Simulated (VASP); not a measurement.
Here is a VASP 6.6.1 calculation.

Contents of POSCAR:

```
InAs
1.0
    0.0000000000      2.3282939243      2.3282939243
    2.3282939243      0.0000000000      2.3282939243
    2.3282939243      2.3282939243      0.0000000000
In As
1 1
Direct
    0.0000000000      0.0000000000      0.0000000000
    0.5000000000      0.5000000000      0.5000000000
```

Contents of INCAR.step1:

```
PREC = Accurate ; ENCUT = 550
ISMEAR = -1 ; SIGMA = 0.05
LREAL = F ; LASPH = T
NELM = 120 ; NBANDS = 16
GGA = PE ; ALGO = Normal
EDIFF = 1E-5 ; LWAVE = T
LCHARG = F ; GGA_COMPAT = F
```

File INCAR.step2:

```
PREC = Accurate ; ENCUT = 550
EDIFF = 1E-6 ; ISMEAR = -1
SIGMA = 0.05 ; LREAL = F
LASPH = T ; NELM = 120
ALGO = Normal ; ISIF = 2
LWAVE = F ; LCHARG = T
METAGGA = R2SCAN ; LMIXTAU = T
LELF = T ; LVHAR = T
NBANDS = 16 ; ISTART = 1
GGA_COMPAT = F
```

The input KPOINTS:

```
regular mesh
0
Gamma
  13 13 13
```

Potentials or basis: VASP PAW PBE potentials, release 64 (In_d, As).

Command:

```bash
$ cat potpaw_PBE.64/In_d/POTCAR potpaw_PBE.64/As/POTCAR > POTCAR
$ cp INCAR.step1 INCAR
$ mpirun -np 1 vasp_std > vasp.out
$ cp INCAR.step2 INCAR
$ mpirun -np 1 vasp_std > vasp.out
```

(1) Predict the band gap on the k mesh.

(2) Predict the pressure.

## Answers

(1) zero (bands 9 and 10 overlap by 2.45 eV).

(2) 176.2 GPa.

Caveat: the cell stands under pressure; the PAW data sets were made with another functional, which shifts forces and pressure a little; spin-orbit coupling is left out, which moves the levels of the heavy elements.
